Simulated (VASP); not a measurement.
# H13ClO6 in VASP: single point with PBE+D3(BJ)

Aim: the single point of H13ClO6 with PBE+D3(BJ).

Program: VASP 6.6.1. These are calculated values, not measurements. Logs are shortened: lines on timing, memory, paths and dates and some standing lists are left out, and cuts for length are marked.

## 1. The cell of the first run

The cell holds a disordered packing, 20 atoms: a = 6.334 Å, b = 6.334 Å, c = 6.334 Å, α = 90.00°, β = 90.00°, γ = 90.00°.

## 2. Single point, PBE+D3(BJ)

Input file INCAR:

```
PREC = Accurate ; ENCUT = 1000
EDIFF = 1E-6 ; ISMEAR = -1
SIGMA = 0.02 ; LREAL = Auto
LASPH = True ; NELM = 120
ALGO = Normal ; ISIF = 2
LWAVE = False ; LCHARG = False
GGA = PE ; IVDW = 12
NBANDS = 44 ; GGA_COMPAT = False
```

Input file KPOINTS:

```
Automatic mesh
0
Gamma
  1 1 1
```

Input file POSCAR:

```
H13ClO6
1.0
    6.3338570000      0.0000000000      0.0000000000
    0.0000000000      6.3338570000      0.0000000000
    0.0000000000      0.0000000000      6.3338570000
O H Cl
6 13 1
Direct
    0.2746500956      0.7666384685      0.3624557691
    0.1363235639      0.0052125727      1.0421549802
    0.8290797495      0.5809636876      0.7780055558
    0.8907403175      0.1546999300      0.3105480004
    0.1282649702      0.4180084824      0.5471796803
    0.7029968045      0.7631023675      0.3956650139
    0.2207866569      0.6262412761      0.4173849174
    0.2413170762      0.8643471491      0.4764665605
    0.2029934287     -0.1034870803      1.1355935163
    0.0252779166      0.0813850685      1.1486577274
    0.7611665410      0.6552971012      0.6597699065
    0.7183809091      0.4841016763      0.8282910367
    0.8214455309      0.0285987814      0.3719928633
    0.9759380606      0.2306288033      0.4189371732
    0.0140308664      0.4750904667      0.6455562349
    0.2411910590      0.3771493812      0.6491541227
    0.7545601156      0.6586600627      0.2944992662
    0.5470272706      0.7630857868      0.3733474842
    0.2498129460      0.1138698922     -0.0094421236
    0.4355009211      0.3160087260     -0.0927121854
```

Potentials or basis: VASP PAW PBE potentials, release 64 (O_h, H_h, Cl).

Command:

```sh
$ cat potpaw_PBE.64/O_h/POTCAR potpaw_PBE.64/H_h/POTCAR potpaw_PBE.64/Cl/POTCAR > POTCAR
$ mpirun -np 1 vasp_gam > vasp.out
```

OUTCAR:

```text
PREC = Accurate
   ENCUT = 1000
   EDIFF = 1E-6
   ISMEAR = -1
   LREAL = Auto
   LASPH = True
   NELM = 120
   ISIF = 2
   GGA = PE
   IVDW = 12
 IVDW          = 12

 ion  position               nearest neighbor table
   1  0.275  0.767  0.362-   8 0.97   7 1.01
   2  0.136  0.005  0.042-   9 1.00  19 1.05  10 1.09
   3  0.829  0.581  0.778-  11 0.98  12 0.98
   4  0.891  0.155  0.311-  13 0.99  14 1.00
   5  0.128  0.418  0.547-  16 1.00  15 1.02
   6  0.703  0.763  0.396-  17 0.98  18 1.00
   7  0.221  0.626  0.417-   1 1.01
   8  0.241  0.864  0.476-   1 0.97
   9  0.203  0.897  0.136-   2 1.00
  10  0.025  0.081  0.149-   2 1.09
  11  0.761  0.655  0.660-   3 0.98
  12  0.718  0.484  0.828-   3 0.98
  13  0.821  0.029  0.372-   4 0.99
  14  0.976  0.231  0.419-   4 1.00
  15  0.014  0.475  0.646-   5 1.02
  16  0.241  0.377  0.649-   5 1.00
  17  0.755  0.659  0.294-   6 0.98
  18  0.547  0.763  0.373-   6 1.00
  19  0.250  0.114  0.991-   2 1.05
  20  0.436  0.316  0.907-

  LATTYP: Found a simple cubic cell.
 ALAT       =     6.3338570000

  Lattice vectors:

 A1 = (   6.3338570000,   0.0000000000,   0.0000000000)
 A2 = (   0.0000000000,   6.3338570000,   0.0000000000)
 A3 = (   0.0000000000,   0.0000000000,   6.3338570000)

Analysis of symmetry for initial positions (statically):
=====================================================================
 Subroutine PRICEL returns:
 Original cell was already a primitive cell.

 Routine SETGRP: Setting up the symmetry group for a
 simple cubic supercell.

 Subroutine GETGRP returns: Found  1 space group operations
 (whereof  1 operations were pure point group operations)
 out of a pool of 48 trial point group operations.

The static configuration has the point symmetry C_1 .

Analysis of symmetry for dynamics (positions and initial velocities):
=====================================================================
 Subroutine PRICEL returns:
 Original cell was already a primitive cell.

 Routine SETGRP: Setting up the symmetry group for a
 simple cubic supercell.

 Subroutine GETGRP returns: Found  1 space group operations
 (whereof  1 operations were pure point group operations)
 out of a pool of 48 trial point group operations.

The dynamic configuration has the point symmetry C_1 .

[... 110 lines left out ...]
   EDIFF  = 0.1E-05   stopping-criterion for ELM
   LREAL  =      T    real-space projection
   EDIFFG = 0.1E-04   stopping-criterion for IOM
   NSW    =      0    number of steps for IOM
   IBRION =     -1    ionic relax: 0-MD 1-quasi-New 2-CG
   NFREE  =      0    steps in history (QN), initial steepest desc. (CG)
   ISIF   =      2    stress and relaxation
   ISYM   =      2    0-nonsym 1-usesym 2-fastsym
   POTIM  = 0.5000    time-step for ionic-motion
   TEBEG  =    0.0;   TEEND  =   0.0 temperature during run
   PSTRESS=    0.0 pullay stress
   NELECT =      56.0000    total number of electrons
   NUPDOWN=      -1.0000    fix difference up-down
   EMIN   =  10.00;   EMAX   =-10.00  energy-range for DOS
   EFERMI =   0.00;   METHOD = LEGACY
   ISMEAR =    -1;   SIGMA  =   0.02  broadening in eV -4-tet -1-fermi 0-gaus
   EFERMI_NEDOS =   21; number of points for ismear=-14 and -15
   IALGO  =     38    algorithm
   IMIX   =      4    mixing-type and parameters
     AMIX     =   0.40;   BMIX     =  1.00
     AMIX_MAG =   1.60;   BMIX_MAG =  1.00
  volume/ion in A,a.u.               =      12.71        85.74
  Fermi-wavevector in a.u.,A,eV,Ry     =   0.988863  1.868679 13.304445  0.977849
  Thomas-Fermi vector in A             =   2.120420
   LORBIT       =      0    0 simple, 1 ext, 2 COOP (PROOUT), +10 PAW based schemes
   GGA     = PE    functional components
   LHFCALC =     F    Hartree Fock is set to
   AEXX    =    0.0000 exact exchange contribution
   IVDW    =    12    specifies the selected vdW correction
   LEPSILON=     F    determine dielectric tensor
   LRPA    =     F    only Hartree local field effects (RPA)
 non-spin polarized calculation
  energy-cutoff  :     1000.00
  volume of cell :      254.10
 maximum number of plane-waves:      9139
 NGX is ok and might be reduce to    70
   NGX = 33   NGY = 33   NGZ = 33

 number of electron      55.9999998 magnetization

 Free energy of the ion-electron system (eV)
  ---------------------------------------------------
  ext. energy  EPLUGINS =         0.00000000
  ---------------------------------------------------
  free energy    TOTEN  =       -94.96948614 eV

  energy without entropy =      -94.96948614  energy(sigma->0) =      -94.96948614

 E-fermi :  -2.5837     XC(G=0):  -6.2186

 val. band max:       -3.1352337732   @ k =   0.0000   0.0000   0.0000
 cond. band min:       1.0985089949   @ k =   0.0000   0.0000   0.0000
 fundamental gap:      4.2337427681
 Fermi energy:        -2.5837227377

 k-point     1 :       0.0000    0.0000    0.0000
  band No.  band energies     occupation
      1     -23.7629      2.00000
      2     -22.9459      2.00000
      3     -22.5271      2.00000
      4     -22.3049      2.00000
      5     -22.0701      2.00000
      6     -21.5408      2.00000
[... 32 lines left out ...]
     39       7.1285      0.00000
     40       7.3401      0.00000
 [bands above 40 left out]

------------------------ aborting loop because EDIFF is reached ----------------------------------------

 Edisp (eV)   -0.64381

 E8    (eV) :    -0.1390

  FORCE on cell =-STRESS in cart. coord.  units (eV):
  Direction    XX          YY          ZZ          XY          YZ          ZX
  --------------------------------------------------------------------------------------
  -------------------------------------------------------------------------------------
  Total       1.09970    -0.57019    -0.87523    -0.57447    -0.39883     0.13751
  in kB       6.93393    -3.59522    -5.51858    -3.62220    -2.51477     0.86707
  external pressure =       -0.73 kB  Pullay stress =        0.00 kB

 VOLUME and BASIS-vectors are now :
 -----------------------------------------------------------------------------
  energy-cutoff  :     1000.00
  volume of cell :      254.10
      direct lattice vectors                 reciprocal lattice vectors
     6.333857000  0.000000000  0.000000000     0.157881683  0.000000000  0.000000000
     0.000000000  6.333857000  0.000000000     0.000000000  0.157881683  0.000000000
     0.000000000  0.000000000  6.333857000     0.000000000  0.000000000  0.157881683

 POSITION                                       TOTAL-FORCE (eV/Angst)
 -----------------------------------------------------------------------------------
      1.73959      4.85578      2.29574         0.043924      0.086053      0.118775
      0.86345      0.03302      0.26700        -0.201798     -0.038800     -0.042746
      5.25127      3.67974      4.92778         0.051998      0.032797      0.010556
      5.64182      0.97985      1.96697         0.081345     -0.204961     -0.111448
      0.81241      2.64761      3.46576        -0.077356      0.040894      0.047428
      4.45268      4.83338      2.50609        -0.205578     -0.123899     -0.167835
[... 12 lines left out ...]
      1.58228      0.72124      6.27405         0.046417      0.016611      0.115044
      2.75840      2.00155      5.74663         0.013016     -0.017889     -0.060652
 -----------------------------------------------------------------------------------
    total drift:                                0.004799      0.013337     -0.001564

  FREE ENERGIE OF THE ION-ELECTRON SYSTEM (eV)
  ---------------------------------------------------
  free  energy   TOTEN  =       -95.6132942833 eV

  energy  without entropy=      -95.6132942833  energy(sigma->0) =      -95.61329428
```

OSZICAR:

```text
N       E                     dE             d eps       ncg     rms          rms(c)
DAV:   1     0.710053130379E+03    0.71005E+03   -0.39581E+04    88   0.190E+03
DAV:   2     0.384284364979E+02   -0.67162E+03   -0.63415E+03   124   0.321E+02
DAV:   3    -0.972465923472E+02   -0.13568E+03   -0.13419E+03   112   0.157E+02
DAV:   4    -0.102921738939E+03   -0.56751E+01   -0.56568E+01   112   0.352E+01
DAV:   5    -0.103095916791E+03   -0.17418E+00   -0.17398E+00   128   0.553E+00    0.179E+01
DAV:   6    -0.952505860017E+02    0.78453E+01   -0.24179E+01   112   0.219E+01    0.682E+00
DAV:   7    -0.950699127034E+02    0.18067E+00   -0.14253E+00   120   0.534E+00    0.434E+00
DAV:   8    -0.949709417155E+02    0.98971E-01   -0.29764E-01   120   0.344E+00    0.668E-01
DAV:   9    -0.949672659735E+02    0.36757E-02   -0.35256E-02   112   0.103E+00    0.328E-01
DAV:  10    -0.949695600866E+02   -0.22941E-02   -0.11629E-02   104   0.509E-01    0.177E-01
DAV:  11    -0.949695518079E+02    0.82787E-05   -0.87980E-04   120   0.196E-01    0.932E-02
DAV:  12    -0.949695045281E+02    0.47280E-04   -0.82196E-04   112   0.196E-01    0.349E-02
DAV:  13    -0.949694885060E+02    0.16022E-04   -0.12968E-04   128   0.743E-02    0.140E-02
DAV:  14    -0.949694870729E+02    0.14330E-05   -0.38195E-05    96   0.333E-02    0.892E-03
DAV:  15    -0.949694859684E+02    0.11046E-05   -0.25892E-06   112   0.143E-02    0.399E-03
DAV:  16    -0.949694861370E+02   -0.16863E-06   -0.47877E-06    96   0.130E-02
   1 F= -.95613294E+02 E0= -.95613294E+02  d E =-.120937E-11
```

stdout:

```text
POSCAR found type information on POSCAR O H Cl
 POSCAR found :  3 types and      20 ions
 scaLAPACK will be used
 LDA part: xc-table for (Slater+PW92), standard interpolation
 POSCAR, INCAR and KPOINTS ok, starting setup
 FFT: planning ... GRIDC
 FFT: planning ... GRID_SOFT
 FFT: planning ... GRID
 WAVECAR not read
 entering main loop
```

Wall time 2.2 min (1 thread of Intel Xeon Platinum 8259CL at 2.50GHz (Skylake/Cascade Lake), shared host); peak memory 0.62 GiB.

Results:

| Property | Result |
| --- | --- |
| Free energy | -95.6133 eV |
| Pressure | -0.1 GPa |
| Largest force | 0.293 eV/Å |
| Dispersion energy per atom | -0.032 eV |

Forces in eV/Å, atoms in the order of the input:
```
O    0.044  0.086  0.119
O   -0.202 -0.039 -0.043
O    0.052  0.033  0.011
O    0.081 -0.205 -0.111
O   -0.077  0.041  0.047
O   -0.206 -0.124 -0.168
H   -0.030 -0.071  0.015
H    0.013 -0.027 -0.058
H    0.101 -0.050  0.030
H   -0.018  0.046  0.078
H   -0.028  0.112 -0.075
H   -0.066 -0.112  0.054
H   -0.006  0.109 -0.108
H    0.050  0.067  0.008
H   -0.012 -0.001 -0.021
H    0.065 -0.061  0.006
H   -0.065  0.200  0.107
H    0.245 -0.002  0.054
H    0.046  0.017  0.115
Cl   0.013 -0.018 -0.061
```

Stress tensor (GPa, compression positive):
```
 0.69 -0.36  0.09
-0.36 -0.36 -0.25
 0.09 -0.25 -0.55
```

Levels at points of the mesh, in eV from the Fermi level:
```tsv
k point	band 25	band 26	band 27	band 28	band 29	band 30	band 31	band 32
(0.00, 0.00, 0.00)	-1.48	-1.00	-0.69	-0.55	3.68	6.47	7.14	7.47
```

Caveat: the k points lie up to 0.99 Å⁻¹ apart, too coarse for converged energies, forces and pressures.
